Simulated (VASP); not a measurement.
A run of VASP 6.6.1:

The input INCAR:

```
SYSTEM = MgI2
ALGO = Normal
DIPOL = 0.5 0.5 0.284
EDIFF = 1E-6
ENCUT = 520
GGA = PE
GGA_COMPAT = .False.
IDIPOL = 3
ISIF = 2
ISMEAR = 0
IVDW = 12
LASPH = .True.
LCHARG = .True.
LDIPOL = .True.
LELF = .True.
LREAL = .False.
LVACPOTAV = .True.
LVHAR = .True.
LWAVE = .False.
NBANDS = 15
NELM = 120
NELMDL = -8
PREC = Accurate
SIGMA = 0.03
```

KPOINTS

```
k-points
0
Gamma
  12 12 1
  0 0 0
```

File POSCAR:

```
MgI2
1.0
    4.1313930585      0.0000000000      0.0000000000
   -2.0656965292      3.5778913417      0.0000000000
    0.0000000000      0.0000000000     30.5999999982
I Mg
2 1
Direct
    0.3333333333      0.6666666667      0.2293428365
    0.6666666667      0.3333333333      0.3392846145
    0.0000000000      0.0000000000      0.2843137255
```

Potentials or basis: VASP PAW PBE potentials, release 64 (I, Mg).

Run with:

```sh
$ cat potpaw_PBE.64/I/POTCAR potpaw_PBE.64/Mg/POTCAR > POTCAR
$ mpirun -np 1 vasp_std > vasp.out
```

Hardware: 1 thread of AMD EPYC 7R13, on a shared host.

Task: Estimate the wall time of this run.

Result: Wall time 7.5 min on 1 thread of AMD EPYC 7R13, with other jobs on the host, peak memory 0.59 GiB. Counts: scf iterations 23, k points 19.
